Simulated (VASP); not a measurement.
# H4CO in VASP: notebook

H4CO is run at these levels: PBE+D3(BJ); tasks: single point.

Program: VASP 6.6.1. These are calculated values, not measurements. Logs are shortened: lines on timing, memory, paths and dates and some standing lists are left out, and cuts for length are marked.

**1. The cell of the first run**

The cell holds a disordered packing, 36 atoms: a = 7.126 Å, b = 7.126 Å, c = 7.126 Å, α = 90.00°, β = 90.00°, γ = 90.00°.

**2. Single point, PBE+D3(BJ)**

INCAR reads:

```
SYSTEM = H4CO
ALGO = Normal
EDIFF = 1E-6
ENCUT = 520
GGA = PE
GGA_COMPAT = .False.
ISIF = 2
ISMEAR = -1
IVDW = 12
LASPH = .True.
LCHARG = .True.
LELF = .True.
LREAL = Auto
LVHAR = .True.
LWAVE = .False.
NBANDS = 66
NELM = 120
PREC = Accurate
SIGMA = 0.05
```

KPOINTS reads:

```
k-points
0
Gamma
  1 1 1
  0 0 0
```

POSCAR reads:

```
H4CO
1.0
    7.1256230000      0.0000000000      0.0000000000
    0.0000000000      7.1256230000      0.0000000000
    0.0000000000      0.0000000000      7.1256230000
C O H
6 6 24
Direct
    0.7635121869      0.0472941103      0.3988563526
    0.2634716992     -0.0199280821      0.2828945623
    0.4955777200      0.6912799063      0.6576407424
    0.0849609922      0.4935989457      0.5791212923
   -0.0337514348      0.8913325894      0.8294572980
    0.1836471001      0.4605351700      0.0568371355
    0.7185757652     -0.1125234944      0.2902904069
    0.4150233601      0.0902798254      0.2211315418
    0.5463662616      0.5565267767      0.5174003733
    0.2144654580      0.3622139426      0.4952409074
    0.1503026472      0.9124675835      0.7516395409
    0.2325130027      0.2878485151     -0.0216682808
    0.6575986408      0.0863222767      0.5135129939
    0.8078311188     -0.1400579290      0.1992246853
    0.8989670096      0.0505499659      0.4661066127
    0.7544603468      0.1847557750      0.3230033360
    0.1643084401      0.0726392626      0.3434366370
    0.5123341496      0.0146934521      0.1683221243
    0.1987756018     -0.0877817982      0.1729111967
    0.3170249114     -0.1229787206      0.3852575417
    0.4542199328      0.6088590429      0.7869627680
    0.6448979970      0.6213632127      0.4533498334
    0.6051400699      0.7937411227      0.6982126335
    0.3719394080      0.7852646709      0.6159882441
   -0.0569353725      0.4497711990      0.5569056909
    0.3377388896      0.4380248576      0.4848137489
    0.1118919707      0.4882239770      0.7171162437
    0.1130848489      0.6401685860      0.5321078592
   -0.1177019890      0.8501151408      0.7169197697
    0.1647154221      1.0414106949      0.7447068137
   -0.0347478389      0.8180056677      0.9739920285
   -0.0757267119      1.0430386227      0.8489082288
    0.0272397235      0.4717061231      0.0541847358
    0.3333743590      0.2478520124      0.0553214786
    0.2339444565      0.4726463918      0.2039540964
    0.2370880413      0.5991335775     -0.0091641110
```

Potentials or basis: VASP PAW PBE potentials, release 64 (C, O, H).

On the command line:

```bash
> cat potpaw_PBE.64/C/POTCAR potpaw_PBE.64/O/POTCAR potpaw_PBE.64/H/POTCAR > POTCAR
> mpirun -np 1 vasp_gam > vasp.out
```

OUTCAR:

```text
SYSTEM = H4CO
   EDIFF = 1E-6
   ENCUT = 520
   GGA = PE
   ISIF = 2
   ISMEAR = -1
   IVDW = 12
   LASPH = .True.
   LREAL = Auto
   NELM = 120
   PREC = Accurate
 IVDW          = 12

 ion  position               nearest neighbor table
   1  0.764  0.047  0.399-  15 1.08  16 1.12  13 1.15   7 1.41
   2  0.263  0.980  0.283-  19 1.03  17 1.06  20 1.10   8 1.41
   3  0.496  0.691  0.658-  23 1.11  21 1.13  24 1.15   9 1.43
   4  0.085  0.494  0.579-  27 1.00  25 1.07  28 1.11  10 1.44
   5  0.966  0.891  0.829-  29 1.04  32 1.13  31 1.15  11 1.43
   6  0.184  0.461  0.057-  35 1.11  33 1.12  36 1.16  12 1.40
   7  0.719  0.887  0.290-  14 0.93   1 1.41
   8  0.415  0.090  0.221-  18 0.96   2 1.41
   9  0.546  0.557  0.517-  22 0.96   3 1.43
  10  0.214  0.362  0.495-  26 1.03   4 1.44
  11  0.150  0.912  0.752-  30 0.93   5 1.43
  12  0.233  0.288  0.978-  34 0.95   6 1.40
  13  0.658  0.086  0.514-   1 1.15
  14  0.808  0.860  0.199-   7 0.93
  15  0.899  0.051  0.466-   1 1.08
  16  0.754  0.185  0.323-   1 1.12
  17  0.164  0.073  0.343-   2 1.06
  18  0.512  0.015  0.168-   8 0.96
[... 16 lines left out ...]
  35  0.234  0.473  0.204-   6 1.11
  36  0.237  0.599  0.991-   6 1.16

  LATTYP: Found a simple cubic cell.
 ALAT       =     7.1256230000

  Lattice vectors:

 A1 = (   7.1256230000,   0.0000000000,   0.0000000000)
 A2 = (   0.0000000000,   7.1256230000,   0.0000000000)
 A3 = (   0.0000000000,   0.0000000000,   7.1256230000)

Analysis of symmetry for initial positions (statically):
=====================================================================
 Subroutine PRICEL returns:
 Original cell was already a primitive cell.

 Routine SETGRP: Setting up the symmetry group for a
 simple cubic supercell.

 Subroutine GETGRP returns: Found  1 space group operations
 (whereof  1 operations were pure point group operations)
 out of a pool of 48 trial point group operations.

The static configuration has the point symmetry C_1 .

Analysis of symmetry for dynamics (positions and initial velocities):
=====================================================================
 Subroutine PRICEL returns:
 Original cell was already a primitive cell.

 Routine SETGRP: Setting up the symmetry group for a
 simple cubic supercell.

 Subroutine GETGRP returns: Found  1 space group operations
 (whereof  1 operations were pure point group operations)
 out of a pool of 48 trial point group operations.

The dynamic configuration has the point symmetry C_1 .

 Subroutine INISYM returns: Found  1 space group operations
 (whereof  1 operations are pure point group operations),
 and found     1 'primitive' translations

----------------------------------------------------------------------------------------

                                     Primitive cell

  volume of cell :     361.8000

  direct lattice vectors                    reciprocal lattice vectors
     7.125623000  0.000000000  0.000000000     0.140338606  0.000000000  0.000000000
     0.000000000  7.125623000  0.000000000     0.000000000  0.140338606  0.000000000
     0.000000000  0.000000000  7.125623000     0.000000000  0.000000000  0.140338606

  length of vectors
     7.125623000  7.125623000  7.125623000     0.140338606  0.140338606  0.140338606

  position of ions in fractional coordinates (direct lattice)
     0.763512187  0.047294110  0.398856353
     0.263471699  0.980071918  0.282894562
     0.495577720  0.691279906  0.657640742
     0.084960992  0.493598946  0.579121292
     0.966248565  0.891332589  0.829457298
     0.183647100  0.460535170  0.056837135
[... 28 lines left out ...]
     0.233944456  0.472646392  0.203954096
     0.237088041  0.599133577  0.990835889

  ion indices of the primitive-cell ions
   primitive index   ion index
                 1           1
                 2           2
                 3           3
                 4           4
                 5           5
                 6           6
[... 28 lines left out ...]
                35          35
                36          36

----------------------------------------------------------------------------------------

 KPOINTS: k-points

Automatic generation of k-mesh.
 Grid dimensions read from file:
 generate k-points for:    1    1    1

 Generating k-lattice:

  Cartesian coordinates                     Fractional coordinates (reciprocal lattice)
     0.140338606  0.000000000  0.000000000     1.000000000  0.000000000  0.000000000
     0.000000000  0.140338606  0.000000000     0.000000000  1.000000000  0.000000000
     0.000000000  0.000000000  0.140338606     0.000000000  0.000000000  1.000000000

  Length of vectors
     0.140338606  0.140338606  0.140338606

  Shift w.r.t. Gamma in fractional coordinates (k-lattice)
     0.000000000  0.000000000  0.000000000

 Subroutine IBZKPT returns following result:
 ===========================================

 Found      1 irreducible k-points:

 Following reciprocal coordinates:
            Coordinates               Weight
  0.000000  0.000000  0.000000      1.000000
   k-points           NKPTS =      1   k-points in BZ     NKDIM =      1   number of bands    NBANDS=     66
   number of dos      NEDOS =    301   number of ions     NIONS =     36
   total plane-waves  NPLWV = 157464
   dimension x,y,z NGX =    54 NGY =   54 NGZ =   54
   dimension x,y,z NGXF=   108 NGYF=  108 NGZF=  108
   ions per type =               6   6  24
   NGX,Y,Z   is equivalent  to a cutoff of  12.60, 12.60, 12.60 a.u.
   NGXF,Y,Z  is equivalent  to a cutoff of  25.20, 25.20, 25.20 a.u.
 SYSTEM =  H4CO
   PREC   = accura    normal or accurate (medium, high low for compatibility)
   ISTART =      0    job   : 0-new  1-cont  2-samecut
   ICHARG =      2    charge: 1-file 2-atom 10-const
   ISPIN  =      1    spin polarized calculation?
   LNONCOLLINEAR =      F non collinear calculations
   LSORBIT =      F    spin-orbit coupling
   LASPH  =      T    aspherical Exc in radial PAW
   ENCUT  =  520.0 eV  38.22 Ry    6.18 a.u.  13.25 13.25 13.25*2*pi/ulx,y,z
   NELM   =    120;   NELMIN=  2; NELMDL= -5     # of ELM steps
   EDIFF  = 0.1E-05   stopping-criterion for ELM
   LREAL  =      T    real-space projection
   EDIFFG = 0.1E-04   stopping-criterion for IOM
   NSW    =      0    number of steps for IOM
   IBRION =     -1    ionic relax: 0-MD 1-quasi-New 2-CG
   NFREE  =      0    steps in history (QN), initial steepest desc. (CG)
   ISIF   =      2    stress and relaxation
   ISYM   =      2    0-nonsym 1-usesym 2-fastsym
   POTIM  = 0.5000    time-step for ionic-motion
   TEBEG  =    0.0;   TEEND  =   0.0 temperature during run
   PSTRESS=    0.0 pullay stress
   NELECT =      84.0000    total number of electrons
   NUPDOWN=      -1.0000    fix difference up-down
   EMIN   =  10.00;   EMAX   =-10.00  energy-range for DOS
   EFERMI =   0.00;   METHOD = LEGACY
   ISMEAR =    -1;   SIGMA  =   0.05  broadening in eV -4-tet -1-fermi 0-gaus
   EFERMI_NEDOS =   21; number of points for ismear=-14 and -15
   IALGO  =     38    algorithm
   IMIX   =      4    mixing-type and parameters
     AMIX     =   0.40;   BMIX     =  1.00
     AMIX_MAG =   1.60;   BMIX_MAG =  1.00
  volume/ion in A,a.u.               =      10.05        67.82
  Fermi-wavevector in a.u.,A,eV,Ry     =   1.006186  1.901416 13.774687  1.012411
  Thomas-Fermi vector in A             =   2.138913
   LORBIT       =      0    0 simple, 1 ext, 2 COOP (PROOUT), +10 PAW based schemes
   GGA     = PE    functional components
   LHFCALC =     F    Hartree Fock is set to
   AEXX    =    0.0000 exact exchange contribution
   IVDW    =    12    specifies the selected vdW correction
   LEPSILON=     F    determine dielectric tensor
   LRPA    =     F    only Hartree local field effects (RPA)
 non-spin polarized calculation
  energy-cutoff  :      520.00
  volume of cell :      361.80
 maximum number of plane-waves:      4886
 NGX is ok and might be reduce to    54
   NGX = 27   NGY = 27   NGZ = 27

 number of electron      83.9999997 magnetization

 Free energy of the ion-electron system (eV)
  ---------------------------------------------------
  ext. energy  EPLUGINS =         0.00000000
  ---------------------------------------------------
  free energy    TOTEN  =      -180.26661776 eV

  energy without entropy =     -180.26661776  energy(sigma->0) =     -180.26661776

 E-fermi :  -1.0915     XC(G=0):  -6.7165

 val. band max:       -2.2795052889   @ k =   0.0000   0.0000   0.0000
 cond. band min:       2.0347484559   @ k =   0.0000   0.0000   0.0000
 fundamental gap:      4.3142537449
 Fermi energy:        -1.0915126179

 k-point     1 :       0.0000    0.0000    0.0000
  band No.  band energies     occupation
      1     -23.4622      2.00000
      2     -22.7316      2.00000
      3     -22.5776      2.00000
      4     -22.4663      2.00000
      5     -21.9305      2.00000
      6     -21.1255      2.00000
[... 46 lines left out ...]
     53       5.7457      0.00000
     54       5.8218      0.00000
 [bands above 54 left out]

------------------------ aborting loop because EDIFF is reached ----------------------------------------

 Edisp (eV)   -1.39962

 E8    (eV) :    -0.3063

  FORCE on cell =-STRESS in cart. coord.  units (eV):
  Direction    XX          YY          ZZ          XY          YZ          ZX
  --------------------------------------------------------------------------------------
  -------------------------------------------------------------------------------------
  Total       9.10828    -0.17529     8.44248    -1.46484     2.78126     0.53253
  in kB      40.33465    -0.77626    37.38628    -6.48684    12.31640     2.35822
  external pressure =       25.65 kB  Pullay stress =        0.00 kB

 VOLUME and BASIS-vectors are now :
 -----------------------------------------------------------------------------
  energy-cutoff  :      520.00
  volume of cell :      361.80
      direct lattice vectors                 reciprocal lattice vectors
     7.125623000  0.000000000  0.000000000     0.140338606  0.000000000  0.000000000
     0.000000000  7.125623000  0.000000000     0.000000000  0.140338606  0.000000000
     0.000000000  0.000000000  7.125623000     0.000000000  0.000000000  0.140338606

 POSITION                                       TOTAL-FORCE (eV/Angst)
 -----------------------------------------------------------------------------------
      5.44050      0.33700      2.84210        -0.898852      2.758875      0.947206
      1.87740      6.98362      2.01580         1.604614     -0.155192      1.502618
      3.53130      4.92580      4.68610        -1.597853      0.536403      1.389184
      0.60540      3.51720      4.12660         0.889308      0.292359     -3.097126
      6.88512      6.35130      5.91040         1.060599      2.675369      1.768555
      1.30860      3.28160      0.40500        -0.791903      2.150756      0.501459
[... 28 lines left out ...]
      1.66700      3.36790      1.45330        -0.387224     -0.317395     -0.131653
      1.68940      4.26920      7.06032        -0.172710     -1.401823     -0.142339
 -----------------------------------------------------------------------------------
    total drift:                                0.011233      0.009958      0.019874

  FREE ENERGIE OF THE ION-ELECTRON SYSTEM (eV)
  ---------------------------------------------------
  free  energy   TOTEN  =      -181.6662373288 eV

  energy  without entropy=     -181.6662373287  energy(sigma->0) =     -181.66623733
```

Wall time 63 s (1 thread of Intel Xeon Platinum 8259CL at 2.50GHz (Skylake/Cascade Lake), shared host); peak memory 0.36 GiB.

Results:

```yaml
Free_energy: -181.6662 eV
Pressure: 2.6 GPa
Largest_force: 4.097 eV/Å
Band_gap_on_the_k_mesh: 4.31 eV
Dispersion_energy_per_atom: -0.039 eV
```

Forces in eV/Å, atoms in the order of the input:
```
C   -0.899  2.759  0.947
C    1.605 -0.155  1.503
C   -1.598  0.536  1.389
C    0.889  0.292 -3.097
C    1.061  2.675  1.769
C   -0.792  2.151  0.501
O   -2.004 -0.081  1.950
O   -0.115  1.622 -0.173
O    0.031  0.217  0.587
O    0.985  1.291 -0.412
O   -0.081 -2.747  0.392
O   -0.863  0.943 -1.696
H    0.485 -1.325 -0.942
H    1.979 -0.206 -1.533
H    0.730 -0.609  0.103
H    0.204 -0.644 -0.442
H   -0.590  0.776  0.761
H    0.570 -0.882 -0.082
H   -1.125 -1.471 -2.113
H   -0.406  0.060 -0.035
H    0.163  0.640 -0.729
H    0.679  0.136 -1.214
H    0.204 -0.551 -0.247
H    0.947 -1.108  0.315
H   -0.932 -0.225 -0.497
H   -1.210 -1.316  0.073
H    0.434  0.146  4.072
H   -0.444 -0.448 -0.104
H   -1.514 -1.623 -0.744
H    0.967  2.778 -0.134
H   -0.102  0.193 -1.659
H   -0.415 -0.837  0.629
H    0.372  0.091  0.189
H    1.344 -1.360  0.947
H   -0.387 -0.317 -0.132
H   -0.173 -1.402 -0.142
```

Levels at points of the mesh, in eV from the valence-band top:
```csv
k point,band 38,band 39,band 40,band 41,band 42,band 43,band 44,band 45,band 46,band 47
"(0.00, 0.00, 0.00)",-1.06,-0.88,-0.67,-0.27,0.00,4.31,5.29,5.79,6.24,6.61
```

Caveat: the k points lie up to 0.88 Å⁻¹ apart; the atoms stand as in a frame of molecular dynamics.

(Continued in part 2 of 3.)
